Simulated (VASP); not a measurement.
# C: single point with LDA

The system is C.

```
C
1.0
     0.00000    1.81835    1.81835
     1.81835    0.00000    1.81835
     1.81835    1.81835    0.00000
C
2
Direct
  0.75000 0.75000 0.75000
  0.50000 0.50000 0.50000
```

```json
{"Program": "VASP 6.6.1", "Task": "single point", "Functional": "LDA", "Potentials or basis": "VASP PAW LDA potentials, release 64 (C)", "Cutoff": "520 eV", "k mesh": "13 × 13 × 13", "Occupations": "fermi-dirac, width 0.05 eV", "Spin": "no spin polarisation", "Dipole correction": "no", "Further INCAR settings": "ALGO = Normal; EDIFF = 1e-06; NBANDS = 11"}
```

```yaml
Pressure: -33.8 GPa
Band_gap_on_the_k_mesh: 3.97 eV, indirect (least direct gap 5.38 eV)
```

Levels at points of the mesh, in eV from the valence-band top:
```tsv
k point	band 1	band 2	band 3	band 4	band 5	band 6	band 7	band 8
(0.00, 0.00, 0.00)	-20.56	0.00	0.00	0.00	5.38	5.38	5.38	12.25
```

It took 5.1 s on 1 thread of AMD EPYC 9R45 96-Core Processor (Zen 5), with other jobs on the host, peak memory 0.08 GiB.

A k mesh can miss the band edges.
